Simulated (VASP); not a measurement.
# BiTe (P6_3mc) in VASP: further runs

BiTe is run at these levels: PBE; tasks: single point, relaxation of cell and atoms.

Program: VASP 6.6.1. These are calculated values, not measurements. Logs are shortened: lines on timing, memory, paths and dates and some standing lists are left out, and cuts for length are marked.

### Step 1. The cell of the first run

The structure is hexagonal, space group P6_3mc (No. 186). Conventional cell: a = 4.812 Å, b = 4.812 Å, c = 7.896 Å, α = 90.00°, β = 90.00°, γ = 120.00°. Bi (site symmetry 3m) has 4 Te at 2.95 to 2.96 Å within 3.9 Å. Te (site symmetry 3m) has 4 Bi at 2.95 to 2.96 Å within 3.9 Å.

The cell was generated, and may not be a known phase.

### Step 2. Single point, PBE

Input file INCAR:

```
SYSTEM = BiTe
ALGO = Normal ; EDIFF = 1E-7
ENCUT = 520 ; GGA = PE
ISIF = 2 ; ISMEAR = 0
LASPH = .True. ; LCHARG = .False.
LREAL = .False. ; LWAVE = .False.
NBANDS = 29 ; NELM = 60
PREC = Accurate ; SIGMA = 0.1
```

Input file KPOINTS:

```
k-points
0
Gamma
  6 6 2
  0 0 0
```

Input file POSCAR:

```
BiTe
1.0
    4.8123016800      0.0000000000      0.0000000000
   -2.4061508400      4.1675755100      0.0000000000
    0.0000000000      0.0000000000      7.8961988700
Bi Te
2 2
Direct
    0.3333333300      0.6666666700      0.3746354300
    0.6666666700      0.3333333300      0.8746354300
    0.3333333300      0.6666666700      0.0003645600
    0.6666666700      0.3333333300      0.5003645600
```

Potentials or basis: VASP PAW PBE potentials, release 64 (Bi_d, Te).

Run with:

```bash
$ cat potpaw_PBE.64/Bi_d/POTCAR potpaw_PBE.64/Te/POTCAR > POTCAR
$ mpirun -np 1 vasp_std > vasp.out
```

OUTCAR:

```text
SYSTEM = BiTe
   EDIFF = 1E-7
   ENCUT = 520
   GGA = PE
   ISIF = 2
   ISMEAR = 0
   LASPH = .True.
   LREAL = .False.
   NELM = 60
   PREC = Accurate

 ion  position               nearest neighbor table
   1  0.333  0.667  0.375-   4 2.95   4 2.95   4 2.95   3 2.96
   2  0.667  0.333  0.875-   3 2.95   3 2.95   3 2.95   4 2.96
   3  0.333  0.667  0.000-   2 2.95   2 2.95   2 2.95   1 2.96
   4  0.667  0.333  0.500-   1 2.95   1 2.95   1 2.95   2 2.96

  LATTYP: Found a hexagonal cell.
 ALAT       =     4.8123016800
 C/A-ratio  =     1.6408362142

  Lattice vectors:

 A1 = (   4.8123016800,   0.0000000000,   0.0000000000)
 A2 = (  -2.4061508400,   4.1675755100,   0.0000000000)
 A3 = (   0.0000000000,   0.0000000000,   7.8961988700)

Analysis of symmetry for initial positions (statically):
=====================================================================
 Subroutine PRICEL returns:
 Original cell was already a primitive cell.

 Routine SETGRP: Setting up the symmetry group for a
 hexagonal supercell.

 Subroutine GETGRP returns: Found 12 space group operations
 (whereof  6 operations were pure point group operations)
 out of a pool of 24 trial point group operations.

The static configuration has the point symmetry C_3v.
 The point group associated with its full space group is C_6v.

Analysis of symmetry for dynamics (positions and initial velocities):
=====================================================================
 Subroutine PRICEL returns:
 Original cell was already a primitive cell.

 Routine SETGRP: Setting up the symmetry group for a
 hexagonal supercell.

 Subroutine GETGRP returns: Found 12 space group operations
 (whereof  6 operations were pure point group operations)
 out of a pool of 24 trial point group operations.

The dynamic configuration has the point symmetry C_3v.
 The point group associated with its full space group is C_6v.

 Subroutine INISYM returns: Found 12 space group operations
 (whereof  6 operations are pure point group operations),
 and found     1 'primitive' translations

[... 81 lines left out ...]
   ISPIN  =      1    spin polarized calculation?
   LNONCOLLINEAR =      F non collinear calculations
   LSORBIT =      F    spin-orbit coupling
   LASPH  =      T    aspherical Exc in radial PAW
   ENCUT  =  520.0 eV  38.22 Ry    6.18 a.u.   8.95  8.95 14.68*2*pi/ulx,y,z
   NELM   =     60;   NELMIN=  2; NELMDL= -5     # of ELM steps
   EDIFF  = 0.1E-06   stopping-criterion for ELM
   LREAL  =      F    real-space projection
   EDIFFG = 0.1E-05   stopping-criterion for IOM
   NSW    =      0    number of steps for IOM
   IBRION =     -1    ionic relax: 0-MD 1-quasi-New 2-CG
   NFREE  =      0    steps in history (QN), initial steepest desc. (CG)
   ISIF   =      2    stress and relaxation
   ISYM   =      2    0-nonsym 1-usesym 2-fastsym
   POTIM  = 0.5000    time-step for ionic-motion
   TEBEG  =    0.0;   TEEND  =   0.0 temperature during run
   PSTRESS=    0.0 pullay stress
   NELECT =      42.0000    total number of electrons
   NUPDOWN=      -1.0000    fix difference up-down
   EMIN   =  10.00;   EMAX   =-10.00  energy-range for DOS
   EFERMI =   0.00;   METHOD = LEGACY
   ISMEAR =     0;   SIGMA  =   0.10  broadening in eV -4-tet -1-fermi 0-gaus
   EFERMI_NEDOS =   21; number of points for ismear=-14 and -15
   IALGO  =     38    algorithm
   IMIX   =      4    mixing-type and parameters
     AMIX     =   0.40;   BMIX     =  1.00
     AMIX_MAG =   1.60;   BMIX_MAG =  1.00
  volume/ion in A,a.u.               =      39.59       267.17
  Fermi-wavevector in a.u.,A,eV,Ry     =   1.051816  1.987644 15.052357  1.106317
  Thomas-Fermi vector in A             =   2.186874
   LORBIT       =      0    0 simple, 1 ext, 2 COOP (PROOUT), +10 PAW based schemes
   GGA     = PE    functional components
   LHFCALC =     F    Hartree Fock is set to
   AEXX    =    0.0000 exact exchange contribution
   IVDW    =     0    specifies the selected vdW correction
   LEPSILON=     F    determine dielectric tensor
   LRPA    =     F    only Hartree local field effects (RPA)
 non-spin polarized calculation
 Gauss-broadening in eV      SIGMA  =   0.10
  energy-cutoff  :      520.00
  volume of cell :      158.36
 maximum number of plane-waves:      4299
 NGX is ok and might be reduce to    36
   NGX = 17   NGY = 17   NGZ = 29

 number of electron      41.9999988 magnetization

 Free energy of the ion-electron system (eV)
  ---------------------------------------------------
  ext. energy  EPLUGINS =         0.00000000
  ---------------------------------------------------
  free energy    TOTEN  =       -12.40723760 eV

  energy without entropy =      -12.38528452  energy(sigma->0) =      -12.39626106

 E-fermi :   5.6624     XC(G=0):  -8.4968

 val. band max:        5.5561031540   @ k =   0.3333   0.3333   0.0000
 cond. band min:       5.6807316327   @ k =   0.1667   0.0000   0.0000
 fundamental gap:      0.1246284786
 Fermi energy:         5.6624238046

 k-point     1 :       0.0000    0.0000    0.0000
  band No.  band energies     occupation
      1     -18.0420      2.00000
      2     -18.0420      2.00000
      3     -18.0406      2.00000
      4     -18.0398      2.00000
      5     -18.0398      2.00000
      6     -18.0363      2.00000
[... 437 lines left out ...]
     28       9.8922      0.00000
     29      11.8144      0.00000

------------------------ aborting loop because EDIFF is reached ----------------------------------------

  FORCE on cell =-STRESS in cart. coord.  units (eV):
  Direction    XX          YY          ZZ          XY          YZ          ZX
  --------------------------------------------------------------------------------------
  -------------------------------------------------------------------------------------
  Total        7.7870151      7.7870151      6.2778826     -0.0000000      0.0000000     -0.0000000
  in kB       78.7820361     78.7820363     63.5139860     -0.0000000      0.0000000     -0.0000000
  external PRESSURE =      73.6926861 kB  Pullay stress =       0.0000000 kB

 VOLUME and BASIS-vectors are now :
 -----------------------------------------------------------------------------
  energy-cutoff  :      520.00
  volume of cell :      158.36
      direct lattice vectors                 reciprocal lattice vectors
     4.812301680  0.000000000  0.000000000     0.207800771  0.119973831  0.000000000
    -2.406150840  4.167575510  0.000000000     0.000000000  0.239947662  0.000000000
     0.000000000  0.000000000  7.896198870     0.000000000  0.000000000  0.126643214

 POSITION                                       TOTAL-FORCE (eV/Angst)
 -----------------------------------------------------------------------------------
     -0.00000      2.77838      2.95820        -0.000000     -0.000000      0.338985
      2.40615      1.38919      6.90630         0.000000     -0.000000      0.338985
     -0.00000      2.77838      0.00288        -0.000000      0.000000     -0.338985
      2.40615      1.38919      3.95098        -0.000000     -0.000000     -0.338985
 -----------------------------------------------------------------------------------
    total drift:                                0.000006     -0.000004      0.000581

  FREE ENERGIE OF THE ION-ELECTRON SYSTEM (eV)
  ---------------------------------------------------
  free  energy   TOTEN  =       -12.4072376029 eV

  energy  without entropy=      -12.3852845187  energy(sigma->0) =      -12.39626106
```

Run time: 2.6 min. Hardware: 1 thread of Intel Xeon 8259CL, shared host; peak memory 0.28 GiB.

Results:

| Property | Result |
| --- | --- |
| Free energy | -12.4072 eV |
| Pressure | 7.4 GPa |
| Largest force | 0.339 eV/Å |
| Band gap on the k mesh | zero (bands 21 and 22 overlap by 1.47 eV) |

Forces on the atoms (eV/Å):
```
Bi   0.000  0.000  0.339
Bi   0.000  0.000  0.339
Te   0.000  0.000 -0.339
Te   0.000  0.000 -0.339
```

Caveat: the k points lie up to 0.40 Å⁻¹ apart, too coarse for converged energies and pressures of a metal; spin-orbit coupling is left out, which moves the levels of the heavy elements.

### Step 3. Relaxation of cell and atoms, PBE

Input file INCAR:

```
PREC     = Accurate       # precision mode
ENCUT    = 600            # plane-wave cutoff, eV
EDIFF    = 1E-6           # SCF threshold, eV
ISMEAR   = 0              # smearing method
SIGMA    = 0.1            # smearing width, eV
LREAL    = F              # projectors in reciprocal space
LASPH    = T              # aspherical terms in the spheres
NELM     = 80             # most SCF steps
ALGO     = Normal         # electronic algorithm
ISIF     = 3              # what is computed and relaxed
LWAVE    = F              # write WAVECAR
LCHARG   = F              # write CHGCAR
GGA      = PE             # functional
IBRION   = 2              # ionic algorithm
NSW      = 90             # ionic steps
EDIFFG   = -0.04          # ionic threshold
```

Input file KPOINTS:

```
Automatic mesh
0
Gamma
  6 6 2
```

POSCAR is that of step 2.

Potentials or basis: VASP PAW PBE potentials, release 64 (Bi_d, Te).

Run with:

```bash
$ cat potpaw_PBE.64/Bi_d/POTCAR potpaw_PBE.64/Te/POTCAR > POTCAR
$ mpirun -np 1 vasp_std > vasp.out
```

OUTCAR:

```text
PREC = Accurate
   ENCUT = 600
   EDIFF = 1E-6
   ISMEAR = 0
   LREAL = F
   LASPH = T
   NELM = 80
   ISIF = 3
   GGA = PE
   IBRION = 2
   NSW = 90
   EDIFFG = -0.04

 ion  position               nearest neighbor table
   1  0.333  0.667  0.375-   4 2.95   4 2.95   4 2.95   3 2.96
   2  0.667  0.333  0.875-   3 2.95   3 2.95   3 2.95   4 2.96
   3  0.333  0.667  0.000-   2 2.95   2 2.95   2 2.95   1 2.96
   4  0.667  0.333  0.500-   1 2.95   1 2.95   1 2.95   2 2.96

  LATTYP: Found a hexagonal cell.
 ALAT       =     4.8123016800
 C/A-ratio  =     1.6408362142

  Lattice vectors:

 A1 = (   4.8123016800,   0.0000000000,   0.0000000000)
 A2 = (  -2.4061508400,   4.1675755100,   0.0000000000)
 A3 = (   0.0000000000,   0.0000000000,   7.8961988700)

Analysis of symmetry for initial positions (statically):
=====================================================================
 Subroutine PRICEL returns:
 Original cell was already a primitive cell.

 Routine SETGRP: Setting up the symmetry group for a
 hexagonal supercell.

 Subroutine GETGRP returns: Found 12 space group operations
 (whereof  6 operations were pure point group operations)
 out of a pool of 24 trial point group operations.

The static configuration has the point symmetry C_3v.
 The point group associated with its full space group is C_6v.

Analysis of symmetry for dynamics (positions and initial velocities):
=====================================================================
 Subroutine PRICEL returns:
 Original cell was already a primitive cell.

 Routine SETGRP: Setting up the symmetry group for a
 hexagonal supercell.

 Subroutine GETGRP returns: Found 12 space group operations
 (whereof  6 operations were pure point group operations)
[... 114 lines left out ...]
   IMIX   =      4    mixing-type and parameters
     AMIX     =   0.40;   BMIX     =  1.00
     AMIX_MAG =   1.60;   BMIX_MAG =  1.00
  volume/ion in A,a.u.               =      39.59       267.17
  Fermi-wavevector in a.u.,A,eV,Ry     =   1.051816  1.987644 15.052357  1.106317
  Thomas-Fermi vector in A             =   2.186874
   LORBIT       =      0    0 simple, 1 ext, 2 COOP (PROOUT), +10 PAW based schemes
   GGA     = PE    functional components
   LHFCALC =     F    Hartree Fock is set to
   AEXX    =    0.0000 exact exchange contribution
   IVDW    =     0    specifies the selected vdW correction
   LEPSILON=     F    determine dielectric tensor
   LRPA    =     F    only Hartree local field effects (RPA)
 conjugate gradient relaxation of ions
 non-spin polarized calculation
 Gauss-broadening in eV      SIGMA  =   0.10
  energy-cutoff  :      600.00
  volume of cell :      158.36
 maximum number of plane-waves:      5324
 NGX is ok and might be reduce to    40
   NGX = 19   NGY = 19   NGZ = 31

--------------------------------------- Ionic step        1  -------------------------------------------

 number of electron      41.9999998 magnetization

 Free energy of the ion-electron system (eV)
  ---------------------------------------------------
  ext. energy  EPLUGINS =         0.00000000
  ---------------------------------------------------
  free energy    TOTEN  =       -12.40747712 eV

  energy without entropy =      -12.38552407  energy(sigma->0) =      -12.39650059

------------------------ aborting loop because EDIFF is reached ----------------------------------------

  FORCE on cell =-STRESS in cart. coord.  units (eV):
  Direction    XX          YY          ZZ          XY          YZ          ZX
  --------------------------------------------------------------------------------------
  -------------------------------------------------------------------------------------
  Total        7.8113847      7.8113847      6.3023782     -0.0000000      0.0000000      0.0000000
  in kB       79.0285858     79.0285860     63.7618111     -0.0000000      0.0000000      0.0000000
  external PRESSURE =      73.9396610 kB  Pullay stress =       0.0000000 kB
[... 95 lines left out ...]
  FREE ENERGIE OF THE ION-ELECTRON SYSTEM (eV)
  ---------------------------------------------------
  free  energy   TOTEN  =       -13.0453589187 eV

  energy  without entropy=      -13.0095987014  energy(sigma->0) =      -13.02747881

[... ionic steps 4 to 27 ...]

--------------------------------------- Ionic step       28  -------------------------------------------

 number of electron      42.0000006 magnetization

------------------------ aborting loop because EDIFF is reached ----------------------------------------
[... 71 lines left out ...]
--------------------------------------- Ionic step       30  -------------------------------------------

 number of electron      42.0000010 magnetization

 Free energy of the ion-electron system (eV)
  ---------------------------------------------------
  ext. energy  EPLUGINS =         0.00000000
  ---------------------------------------------------
  free energy    TOTEN  =       -13.73383794 eV

  energy without entropy =      -13.72365374  energy(sigma->0) =      -13.72874584

 E-fermi :   4.6509     XC(G=0):  -8.1671

 val. band max:        4.5814603713   @ k =   0.1667   0.1667   0.5000
 cond. band min:       4.6627629810   @ k =   0.3333   0.3333   0.5000
 fundamental gap:      0.0813026097
 Fermi energy:         4.6508621665

 k-point     1 :       0.0000    0.0000    0.0000
  band No.  band energies     occupation
      1     -18.7944      2.00000
      2     -18.7944      2.00000
      3     -18.7942      2.00000
      4     -18.7942      2.00000
      5     -18.6437      2.00000
      6     -18.6437      2.00000
[... 412 lines left out ...]
  FREE ENERGIE OF THE ION-ELECTRON SYSTEM (eV)
  ---------------------------------------------------
  free  energy   TOTEN  =       -13.7338379359 eV

  energy  without entropy=      -13.7236537368  energy(sigma->0) =      -13.72874584

 reached required accuracy - stopping structural energy minimisation
```

Run time: 50 min. Hardware: 1 thread of Intel Xeon 8259CL, shared host; peak memory 0.37 GiB.

What came out:

```yaml
Free_energy: -13.7338 eV
Relaxed_volume: 42.50 Å³/atom
Relaxed_cell: a = 5.344 Å, b = 5.344 Å, c = 6.873 Å, α = 90.00°, β = 90.00°, γ = 120.00°
Space_group_after_relaxing_to_0.1_Å: P6_3/mmc (No. 194)
Energy_gained_by_relaxing: 331.6 meV/atom
Ionic_steps: 30
Pressure_after_relaxing: 0.0 GPa
Band_gap_on_the_k_mesh: zero (bands 21 and 22 overlap by 1.74 eV)
```

Forces on the atoms (eV/Å):
```
Bi   0.000  0.000  0.003
Bi   0.000  0.000  0.003
Te   0.000  0.000 -0.003
Te   0.000  0.000 -0.003
```

Step by step:
| step | energy change (eV) | largest force (eV/Å) | pressure (GPa) | volume (Å³) |
| --- | --- | --- | --- | --- |
| 1 | 0.0000 | 0.3391 | 7.39 | 158.36 |
| 2 | -0.5638 | 0.3369 | -1.68 | 204.02 |
| 3 | -0.6379 | 0.3753 | -0.06 | 189.98 |
| 4 | -0.6379 | 0.3733 | -0.15 | 190.65 |
| 5 | -0.6672 | 0.3918 | -0.22 | 190.61 |
| 6 | -0.7628 | 0.3761 | -0.35 | 190.49 |
| 7 | -0.9055 | 0.0672 | -0.65 | 190.12 |
| 8 | -0.9829 | 0.1719 | -1.78 | 188.92 |
| 9 | -0.8311 | 0.7248 | 0.40 | 184.50 |
| 10 | -1.0285 | 0.1511 | -1.93 | 188.66 |
| 11 | -1.1729 | 0.0194 | -2.47 | 186.87 |
| 12 | -1.1966 | 0.0003 | -2.30 | 185.46 |
| 13 | -1.2385 | 0.1134 | -1.63 | 181.28 |
| 14 | -1.2399 | 0.1608 | -1.39 | 180.15 |
| 15 | -1.2538 | 0.1511 | -1.27 | 179.15 |
| 16 | -1.2843 | 0.1212 | -0.83 | 176.16 |
| 17 | -1.2859 | 0.0561 | 0.31 | 170.23 |
| 18 | -1.2959 | 0.0887 | -0.30 | 173.16 |
| 19 | -1.3000 | 0.0990 | -0.19 | 172.40 |
| 20 | -1.3058 | 0.1299 | 0.22 | 170.11 |
| 21 | -1.3080 | 0.1237 | 0.15 | 170.38 |
| 22 | -1.3120 | 0.1069 | -0.08 | 171.19 |
| 23 | -1.3090 | 0.0790 | -0.48 | 172.82 |
| 24 | -1.3125 | 0.0988 | -0.20 | 171.68 |
| 25 | -1.3143 | 0.0890 | -0.21 | 171.61 |
| 26 | -1.3187 | 0.0648 | -0.21 | 171.43 |
| 27 | -1.3238 | 0.0285 | -0.18 | 171.06 |
| 28 | -1.3245 | 0.0088 | -0.02 | 170.32 |
| 29 | -1.3254 | 0.0051 | -0.08 | 170.62 |
| 30 | -1.3264 | 0.0027 | 0.02 | 169.99 |

Final structure:
```
Bi Te
1.0
     5.34402    0.00000    0.00000
    -2.67201    4.62806    0.00000
     0.00000    0.00000    6.87326
Bi Te
2 2
Cartesian
  0.0000 3.0854 3.0041
  2.6720 1.5427 6.4407
  0.0000 3.0854 6.4467
  2.6720 1.5427 3.0100
```

Caveat: the k points lie up to 0.46 Å⁻¹ apart in the final cell, too coarse for converged energies and pressures of a metal; spin-orbit coupling is left out, which moves the levels of the heavy elements.

The gap in the log of VASP goes by the Fermi energy; the results here count the filled bands.